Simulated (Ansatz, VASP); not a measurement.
## One calculation of C, two programs

```
C
1.0
     0.00000    2.19081    3.34800
     1.26484    0.00000    3.34800
     1.26484    2.19081    0.00000
C
2
Direct
  0.16667 0.83333 0.16667
  0.83333 0.16667 0.83333
```

Change from the starting cell: equal xx and yy strain of +3 %, crystal datasets.

Alike in both runs: task electric field gradients; functional PBE; k mesh 18 × 18 × 18; occupations fermi-dirac, width 0.05 eV; no spin polarisation.

|  | VASP | Ansatz |
| --- | --- | --- |
| version | VASP 6.6.1 | Ansatz 0.2.0 |
| potentials or method | VASP PAW PBE potentials, release 64 (C), cutoff 520 eV | all-electron PAW with datasets made for the crystal, scalar-relativistic |

```csv
,VASP,Ansatz,Ansatz less VASP
pressure (GPa),-17.3,-17.7,-0.45
"traceless stress, the component that is largest in VASP (GPa)",21.19,21.71,+0.516
size of Vzz on the site where it differs most (V/Å²),25.9,21.3,-4.62
```

Ansatz ran all-electron here, and VASP with PAW potentials.
